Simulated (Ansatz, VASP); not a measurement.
# One calculation of InB2As3, two programs

INCAR

```
SYSTEM = InB2As3
  PREC = Accurate
  ENCUT = 600
  EDIFF = 1E-6
  ISMEAR = 0
  SIGMA = 0.1
  LREAL = .FALSE.
  LASPH = .TRUE.
  NELM = 100
  ALGO = Normal
  ISIF = 3
  LWAVE = .FALSE.
  LCHARG = .FALSE.
  GGA = PE
  IBRION = 2
  NSW = 90
  EDIFFG = -0.04
```

Contents of KPOINTS:

```
regular mesh
0
G
  6 6 2
  0 0 0
```

Contents of POSCAR:

```
InB2As3
1.0
    3.4078733640      0.0000000000      0.0000000000
    0.0000000000      3.4078733640      0.0000000000
    0.0000000000      0.0000000000      8.7764373625
In B As
1 2 3
Direct
    0.0000000000      0.0000000000      0.5000000000
    0.5000000000      0.5000000000      0.4089773979
    0.5000000000      0.5000000000      0.5910226021
    0.0000000000      0.0000000000      0.8217283736
    0.0000000000      0.0000000000      0.1782716264
    0.5000000000      0.5000000000      0.0000000000
```

Input for Ansatz:

```yaml
crystal:
  lattice:
    - [3.407873364, 0.0, 0.0]
    - [0.0, 3.407873364, 0.0]
    - [0.0, 0.0, 8.7764373625]
  atoms:
    - { symbol: In, position: [0.0, 0.0, 0.5] }
    - { symbol: B, position: [0.5, 0.5, 0.4089773979] }
    - { symbol: B, position: [0.5, 0.5, 0.5910226021] }
    - { symbol: As, position: [0.0, 0.0, 0.8217283736] }
    - { symbol: As, position: [0.0, 0.0, 0.1782716264] }
    - { symbol: As, position: [0.5, 0.5, 0.0] }
basis:
  ecutwfc: 420
kpoints:
  mp_grid: { grid: [6, 6, 2] }
hamiltonian:
  xc: pbe
scf:
  occupations: { method: gaussian, width: 0.1 }
  lower_state_search: "off"
output:
  forces: true
  stress: true
  eigenvalues: true
relax:
  adjacent_minimum: "off"
  f_tol: 0.04
  max_steps: 70
  cell: { stress_tol: 0.4 }
```

Alike in both runs: task relaxation of cell and atoms; functional PBE; k mesh 6 × 6 × 2; occupations gaussian, width 0.1 eV; no spin polarisation.

```csv
,VASP,Ansatz
version,VASP 6.6.1,Ansatz 0.2.0
potentials or method,"VASP PAW PBE potentials, release 64 (In_d, B, As), cutoff 600 eV","scalar-relativistic, plane waves, PAW"
valence electrons in the cell,34,64
```

Ansatz gave:

```
gap on the k mesh at the Fermi level, each at its own relaxed structure (eV) : none
relaxed volume (Å³/atom)                                                     : 17.10
relaxed cell length with the largest relative difference (Å)                 : 8.418
```

Problem. Estimate VASP's values.

Solution. gap on the k mesh at the Fermi level, each at its own relaxed structure (eV): none; relaxed volume (Å³/atom): 17.11; relaxed cell length with the largest relative difference (Å): 8.413.

A gap of «none» marks a metal or a gap that the smearing closes. VASP's potentials hold 34 valence electrons a cell and Ansatz's 64, so a difference there can come from the potentials and not from the codes.
